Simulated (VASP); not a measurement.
# HSe2 (Cmce) in VASP: relaxation of cell and atoms with PBE

Aim: the relaxation of cell and atoms of HSe2 with PBE.

Everything below comes from runs of VASP 6.6.1. Logs are shortened: lines on timing, memory, paths and dates and some standing lists are left out, and cuts for length are marked.

### Step 1. The cell of the first run

Symmetry: Cmce, No. 64, orthorhombic system. The conventional cell has a = 6.366 Å, b = 5.642 Å, c = 8.813 Å, α = 90.00°, β = 90.00°, γ = 90.00°. Within 2.2 Å of H (site symmetry 2/m) lie 2 Se at 1.62 Å. Within 2.2 Å of Se (site symmetry m) lie 1 H at 1.62 Å.

### Step 2. Relaxation of cell and atoms, PBE

Input file INCAR:

```
PREC = Accurate
ENCUT = 600
EDIFF = 1E-7
ISMEAR = -1
SIGMA = 0.0708
LREAL = False
LASPH = True
NELM = 60
ALGO = Normal
ISIF = 3
LWAVE = False
LCHARG = False
GGA = PE
IBRION = 2
NSW = 100
EDIFFG = -0.03
```

Input file KPOINTS:

```
Automatic mesh
0
Gamma
  7 7 3
```

Input file POSCAR:

```
HSe2
1.0
    3.1831790000      2.8209520000      0.0000000000
    3.1831790000     -2.8209520000      0.0000000000
    0.0000000000      0.0000000000     -8.8134310000
H Se
2 4
Direct
    0.0000000000      0.0000000000      0.0000000000
    0.5000000000      0.5000000000      0.5000000000
    0.2139400000      0.7860600000      0.8766900000
    0.2860600000      0.7139400000      0.3766900000
    0.7860600000      0.2139400000      0.1233100000
    0.7139400000      0.2860600000      0.6233100000
```

Potentials or basis: VASP PAW PBE potentials, release 64 (H, Se).

Command:

```console
cat potpaw_PBE.64/H/POTCAR potpaw_PBE.64/Se/POTCAR > POTCAR
mpirun -np 1 vasp_std > vasp.out
```

OUTCAR:

```text
PREC = Accurate
   ENCUT = 600
   EDIFF = 1E-7
   ISMEAR = -1
   LREAL = False
   LASPH = True
   NELM = 60
   ISIF = 3
   GGA = PE
   IBRION = 2
   NSW = 100
   EDIFFG = -0.03

 ion  position               nearest neighbor table
   1  0.000  0.000  0.000-   5 1.62   3 1.62
   2  0.500  0.500  0.500-   4 1.62   6 1.62
   3  0.214  0.786  0.877-   1 1.62
   4  0.286  0.714  0.377-   2 1.62
   5  0.786  0.214  0.123-   1 1.62
   6  0.714  0.286  0.623-   2 1.62

  LATTYP: Found a base centered orthorhombic cell.
 ALAT       =     5.6419040000
 B/A-ratio  =     1.1284059424
 C/A-ratio  =     1.5621377110

  Lattice vectors:

 A1 = (  -3.1831790000,   2.8209520000,   0.0000000000)
 A2 = (   3.1831790000,   2.8209520000,   0.0000000000)
 A3 = (   0.0000000000,   0.0000000000,  -8.8134310000)

Analysis of symmetry for initial positions (statically):
=====================================================================
 Subroutine PRICEL returns:
 Original cell was already a primitive cell.

 Routine SETGRP: Setting up the symmetry group for a
 base centered orthorhombic supercell.

 Subroutine GETGRP returns: Found  8 space group operations
 (whereof  4 operations were pure point group operations)
 out of a pool of  8 trial point group operations.

The static configuration has the point symmetry C_2h.
 The point group associated with its full space group is D_2h.

Analysis of symmetry for dynamics (positions and initial velocities):
=====================================================================
 Subroutine PRICEL returns:
 Original cell was already a primitive cell.

 Routine SETGRP: Setting up the symmetry group for a
 base centered orthorhombic supercell.

 Subroutine GETGRP returns: Found  8 space group operations
 (whereof  4 operations were pure point group operations)
 out of a pool of  8 trial point group operations.

The dynamic configuration has the point symmetry C_2h.
 The point group associated with its full space group is D_2h.

 Subroutine INISYM returns: Found  8 space group operations
 (whereof  4 operations are pure point group operations),
 and found     1 'primitive' translations

----------------------------------------------------------------------------------------

                                     Primitive cell

  volume of cell :     158.2821

  direct lattice vectors                    reciprocal lattice vectors
     3.183179000  2.820952000  0.000000000     0.157075678  0.177245129  0.000000000
     3.183179000 -2.820952000  0.000000000     0.157075678 -0.177245129  0.000000000
     0.000000000  0.000000000 -8.813431000     0.000000000  0.000000000 -0.113463190

  length of vectors
     4.253280937  4.253280937  8.813431000     0.236830328  0.236830328  0.113463190

  position of ions in fractional coordinates (direct lattice)
     0.000000000  0.000000000  0.000000000
     0.500000000  0.500000000  0.500000000
     0.213940000  0.786060000  0.876690000
     0.286060000  0.713940000  0.376690000
     0.786060000  0.213940000  0.123310000
     0.713940000  0.286060000  0.623310000

  ion indices of the primitive-cell ions
   primitive index   ion index
                 1           1
                 2           2
                 3           3
                 4           4
                 5           5
                 6           6

----------------------------------------------------------------------------------------

 KPOINTS: Automatic mesh

Automatic generation of k-mesh.
 Grid dimensions read from file:
 generate k-points for:    7    7    3

 Generating k-lattice:

  Cartesian coordinates                     Fractional coordinates (reciprocal lattice)
     0.022439383  0.025320733  0.000000000     0.142857143  0.000000000  0.000000000
     0.022439383 -0.025320733  0.000000000     0.000000000  0.142857143  0.000000000
     0.000000000  0.000000000 -0.037821063     0.000000000  0.000000000  0.333333333

  Length of vectors
     0.033832904  0.033832904  0.037821063

  Shift w.r.t. Gamma in fractional coordinates (k-lattice)
     0.000000000  0.000000000  0.000000000

 Subroutine IBZKPT returns following result:
 ===========================================

 Found     32 irreducible k-points:

 Following reciprocal coordinates:
            Coordinates               Weight
  0.000000  0.000000  0.000000      1.000000
  0.142857  0.000000  0.000000      4.000000
  0.285714 -0.000000  0.000000      4.000000
  0.428571  0.000000  0.000000      4.000000
  0.142857  0.142857  0.000000      2.000000
  0.285714  0.142857  0.000000      4.000000
[... 16 lines left out ...]
  0.428571  0.142857  0.333333      8.000000
 -0.428571  0.142857  0.333333      8.000000
 [... further k-points ...]
   k-points           NKPTS =     32   k-points in BZ     NKDIM =     32   number of bands    NBANDS=     17
   number of dos      NEDOS =    301   number of ions     NIONS =      6
   total plane-waves  NPLWV =  90720
   dimension x,y,z NGX =    36 NGY =   36 NGZ =   70
   dimension x,y,z NGXF=    72 NGYF=   72 NGZF=  140
   ions per type =               2   4
   NGX,Y,Z   is equivalent  to a cutoff of  14.07, 14.07, 13.20 a.u.
   NGXF,Y,Z  is equivalent  to a cutoff of  28.14, 28.14, 26.41 a.u.
 SYSTEM =  unknown system
   PREC   = accura    normal or accurate (medium, high low for compatibility)
   ISTART =      0    job   : 0-new  1-cont  2-samecut
   ICHARG =      2    charge: 1-file 2-atom 10-const
   ISPIN  =      1    spin polarized calculation?
   LNONCOLLINEAR =      F non collinear calculations
   LSORBIT =      F    spin-orbit coupling
   LASPH  =      T    aspherical Exc in radial PAW
   ENCUT  =  600.0 eV  44.10 Ry    6.64 a.u.   8.49  8.49 17.60*2*pi/ulx,y,z
   NELM   =     60;   NELMIN=  2; NELMDL= -5     # of ELM steps
   EDIFF  = 0.1E-06   stopping-criterion for ELM
   LREAL  =      F    real-space projection
   EDIFFG = -.3E-01   stopping-criterion for IOM
   NSW    =    100    number of steps for IOM
   IBRION =      2    ionic relax: 0-MD 1-quasi-New 2-CG
   NFREE  =      1    steps in history (QN), initial steepest desc. (CG)
   ISIF   =      3    stress and relaxation
   ISYM   =      2    0-nonsym 1-usesym 2-fastsym
   POTIM  = 0.5000    time-step for ionic-motion
   TEBEG  =    0.0;   TEEND  =   0.0 temperature during run
   PSTRESS=    0.0 pullay stress
   NELECT =      26.0000    total number of electrons
   NUPDOWN=      -1.0000    fix difference up-down
   EMIN   =  10.00;   EMAX   =-10.00  energy-range for DOS
   EFERMI =   0.00;   METHOD = LEGACY
   ISMEAR =    -1;   SIGMA  =   0.07  broadening in eV -4-tet -1-fermi 0-gaus
   EFERMI_NEDOS =   21; number of points for ismear=-14 and -15
   IALGO  =     38    algorithm
   IMIX   =      4    mixing-type and parameters
     AMIX     =   0.40;   BMIX     =  1.00
     AMIX_MAG =   1.60;   BMIX_MAG =  1.00
  volume/ion in A,a.u.               =      26.38       178.02
  Fermi-wavevector in a.u.,A,eV,Ry     =   0.896579  1.694289 10.937103  0.803854
  Thomas-Fermi vector in A             =   2.019055
   LORBIT       =      0    0 simple, 1 ext, 2 COOP (PROOUT), +10 PAW based schemes
   GGA     = PE    functional components
   LHFCALC =     F    Hartree Fock is set to
   AEXX    =    0.0000 exact exchange contribution
   IVDW    =     0    specifies the selected vdW correction
   LEPSILON=     F    determine dielectric tensor
   LRPA    =     F    only Hartree local field effects (RPA)
 conjugate gradient relaxation of ions
 non-spin polarized calculation
  energy-cutoff  :      600.00
  volume of cell :      158.28
 maximum number of plane-waves:      5319
 NGX is ok and might be reduce to    36
   NGX = 17   NGY = 17   NGZ = 35

--------------------------------------- Ionic step        1  -------------------------------------------

 number of electron      26.0000001 magnetization

 Free energy of the ion-electron system (eV)
  ---------------------------------------------------
  ext. energy  EPLUGINS =         0.00000000
  ---------------------------------------------------
  free energy    TOTEN  =       -15.22218688 eV

  energy without entropy =      -15.08211395  energy(sigma->0) =      -15.15215042

 E-fermi :  -0.3515     XC(G=0):  -7.7940

 val. band max:       -0.3521511113   @ k =   0.1429   0.1429   0.0000
 cond. band min:      -0.3406465291   @ k =   0.4286   0.2857   0.0000
 fundamental gap:      0.0115045822
 Fermi energy:        -0.3515408963

 k-point     1 :       0.0000    0.0000    0.0000
  band No.  band energies     occupation
      1     -13.6134      2.00000
      2     -13.1743      2.00000
      3     -12.0704      2.00000
      4     -11.4850      2.00000
      5      -5.4233      2.00000
      6      -5.1506      2.00000
[... 584 lines left out ...]
  FREE ENERGIE OF THE ION-ELECTRON SYSTEM (eV)
  ---------------------------------------------------
  free  energy   TOTEN  =       -17.4175095006 eV

  energy  without entropy=      -17.3631151343  energy(sigma->0) =      -17.39031232

 E-fermi :  10.6997     XC(G=0): -12.0667

 val. band max:       10.6914155006   @ k =   0.2857  -0.0000   0.0000
 cond. band min:      10.7484024241   @ k =  -0.4286   0.4286   0.3333
 fundamental gap:      0.0569869234
 Fermi energy:        10.6997230661

 k-point     1 :       0.0000    0.0000    0.0000
  band No.  band energies     occupation
      1     -10.8061      2.00000
      2      -9.4408      2.00000
      3      -4.1591      2.00000
      4       0.7406      2.00000
      5       3.2326      2.00000
      6       3.8230      2.00000
[... 459 lines left out ...]
      6       1.9126      2.00000
[... 9 lines left out ...]
     16      12.8017      0.00000
     17      14.8192      0.00000

 [... further k-points ...]

 E-fermi :   6.2230     XC(G=0): -10.7410

 val. band max:        6.1730309814   @ k =   0.0000   0.0000   0.0000
 cond. band min:       6.2360920496   @ k =   0.2857  -0.0000   0.0000
 fundamental gap:      0.0630610682
 Fermi energy:         6.2229561339

 k-point     1 :       0.0000    0.0000    0.0000
  band No.  band energies     occupation
      1     -11.1187      2.00000
      2      -9.5854      2.00000
      3      -7.6199      2.00000
      4      -4.5135      2.00000
      5      -0.0181      2.00000
      6       0.3940      2.00000
[... 459 lines left out ...]
      6      -1.1846      2.00000
[... 9 lines left out ...]
     16       7.6455      0.00000
     17      11.6372      0.00000

 [... further k-points ...]

 E-fermi :   4.6147     XC(G=0): -10.1468

 val. band max:        4.5964840876   @ k =  -0.4286   0.1429   0.3333
 cond. band min:       4.6438942288   @ k =  -0.1429   0.1429   0.0000
 fundamental gap:      0.0474101412
 Fermi energy:         4.6147017494

 k-point     1 :       0.0000    0.0000    0.0000
  band No.  band energies     occupation
      1     -11.4348      2.00000
      2     -10.2312      2.00000
      3      -8.3519      2.00000
      4      -6.2415      2.00000
      5      -0.7753      2.00000
      6      -0.7358      2.00000
[... 459 lines left out ...]
      6      -1.8910      2.00000
[... 9 lines left out ...]
     16       5.7189      0.00000
     17       9.5528      0.00000

 [... further k-points ...]

[... ionic steps 4 to 52 ...]

--------------------------------------- Ionic step       53  -------------------------------------------

 number of electron      25.9999998 magnetization

------------------------ aborting loop because EDIFF is reached ----------------------------------------
[... 75 lines left out ...]
--------------------------------------- Ionic step       55  -------------------------------------------

 number of electron      25.9999998 magnetization

 Free energy of the ion-electron system (eV)
  ---------------------------------------------------
  ext. energy  EPLUGINS =         0.00000000
  ---------------------------------------------------
  free energy    TOTEN  =       -19.43778348 eV

  energy without entropy =      -19.41160685  energy(sigma->0) =      -19.42469517

 E-fermi :   1.3073     XC(G=0):  -8.2665

 val. band max:        1.2769566614   @ k =   0.4286   0.2857   0.3333
 cond. band min:       1.3867390886   @ k =  -0.2857   0.1429   0.0000
 fundamental gap:      0.1097824272
 Fermi energy:         1.3072565446

 k-point     1 :       0.0000    0.0000    0.0000
  band No.  band energies     occupation
      1     -13.6291      2.00000
      2     -12.6936      2.00000
      3      -9.8235      2.00000
      4      -8.8993      2.00000
      5      -4.5708      2.00000
      6      -4.4536      2.00000
[... 504 lines left out ...]
  FREE ENERGIE OF THE ION-ELECTRON SYSTEM (eV)
  ---------------------------------------------------
  free  energy   TOTEN  =       -19.4377834781 eV

  energy  without entropy=      -19.4116068545  energy(sigma->0) =      -19.42469517

 reached required accuracy - stopping structural energy minimisation
```

Run time: 35 min. Hardware: 1 thread of Intel Xeon Platinum 8488C (Sapphire Rapids), shared host; peak memory 0.38 GiB.

What came out:

| Item | Value |
| --- | --- |
| Free energy | -19.4378 eV |
| Relaxed volume | 22.05 Å³/atom |
| Relaxed cell | a = 5.101 Å, b = 5.101 Å, c = 5.963 Å, α = 90.00°, β = 90.00°, γ = 121.53° |
| Space group after relaxing (to 0.1 Å) | Cmce (No. 64) |
| Pressure after relaxing | 0.0 GPa |
| Largest force after relaxing | 0.026 eV/Å |
| Band gap on the k mesh | zero (bands 13 and 14 overlap by 1.81 eV) |

Forces on the atoms (eV/Å):
```
H    0.000  0.000  0.000
H    0.000  0.000  0.000
Se   0.000 -0.025  0.002
Se   0.000  0.025  0.002
Se   0.000  0.025 -0.002
Se   0.000 -0.025 -0.002
```

Stress tensor (GPa, compression positive):
```
 0.21  0.00  0.00
 0.00  0.05  0.00
 0.00  0.00 -0.15
```

Final structure:
```yaml
crystal:
  lattice:
    - [2.49156, 4.45162, 0.00000]
    - [2.49156, -4.45162, 0.00000]
    - [0.00000, 0.00000, -5.96288]
  atoms:
    - { symbol: H, position: [0.00000, 0.00000, 0.00000] }
    - { symbol: H, position: [0.50000, 0.50000, 0.50000] }
    - { symbol: Se, position: [0.12001, 0.87999, 0.76844] }
    - { symbol: Se, position: [0.37999, 0.62001, 0.26844] }
    - { symbol: Se, position: [0.87999, 0.12001, 0.23156] }
    - { symbol: Se, position: [0.62001, 0.37999, 0.73156] }
```

Caveat: the volume moved by over 15 % at a fixed basis, so the end points are rough; this functional lacks dispersion, which holds the molecules together, so the pressure and a relaxed volume are unreliable.
